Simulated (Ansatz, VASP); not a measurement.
## One calculation of BeZn4O, two programs

The input INCAR:

```
  PREC = Accurate
  ENCUT = 520
  EDIFF = 1E-6
  ISMEAR = 0
  SIGMA = 0.1
  LREAL = F
  LASPH = T
  NELM = 100
  ALGO = Normal
  ISIF = 2
  LWAVE = F
  LCHARG = F
  GGA = PE
  NBANDS = 37
```

File KPOINTS:

```
Automatic mesh
0
Gamma
  4 4 4
```

POSCAR

```
BeZn4O
1.0
    4.0506916300      0.0000000000      0.0000000000
    0.0000000000      4.0506916300      0.0000000000
    0.0000000000      0.0000000000      5.7120151000
Be Zn O
1 4 1
Direct
    0.5000000000      0.5000000000      0.5000000000
    0.5000000000      0.0000000000      0.7490356600
    0.0000000000      0.5000000000      0.2509643400
    0.5000000000      0.0000000000      0.2509643400
    0.0000000000      0.5000000000      0.7490356600
    0.0000000000      0.0000000000      0.0000000000
```

Input for Ansatz:

```yaml
crystal:
  lattice:
    - [4.05069163, 0.0, 0.0]
    - [0.0, 4.05069163, 0.0]
    - [0.0, 0.0, 5.7120151]
  atoms:
    - { symbol: Be, position: [0.5, 0.5, 0.5] }
    - { symbol: Zn, position: [0.5, 0.0, 0.74903566] }
    - { symbol: Zn, position: [0.0, 0.5, 0.25096434] }
    - { symbol: Zn, position: [0.5, 0.0, 0.25096434] }
    - { symbol: Zn, position: [0.0, 0.5, 0.74903566] }
    - { symbol: O, position: [0.0, 0.0, 0.0] }
basis:
  ecutwfc: 420
kpoints:
  mp_grid: { grid: [4, 4, 4] }
hamiltonian:
  xc: pbe
scf:
  occupations: { method: gaussian, width: 0.1 }
  lower_state_search: "off"
output:
  forces: true
  stress: true
  eigenvalues: true
```

Change from the starting cell: species swapped into the Mg4SiGe type (P4/mmm, No. 123).

Alike in both runs: task single point; functional PBE; k mesh 4 × 4 × 4; occupations gaussian, width 0.1 eV; no spin polarisation.

```csv
,VASP,Ansatz
version,VASP 6.6.1,Ansatz 0.2.0
potentials or method,"VASP PAW PBE potentials, release 64 (Be, Zn, O), cutoff 520 eV","scalar-relativistic, plane waves, PAW"
valence electrons in the cell,56,56
```

```csv
,VASP,Ansatz,Ansatz less VASP
gap on the k mesh at the Fermi level (eV),none,none,-
pressure (GPa),-8.2,-8.4,-0.12
"traceless stress, the component that is largest in VASP (GPa)",2.31,2.31,-0.003
rms of the force components (eV/Å),0.023,0.021,-0.0020
```

Atom by atom the forces differ by 0.002 eV/Å (rms over components). A gap of «none» marks a metal or a gap that the smearing closes. The functional is the same, so the differences come from potentials, cutoffs and numerics.

The k mesh is coarse, so the values compare programs but aren't converged.
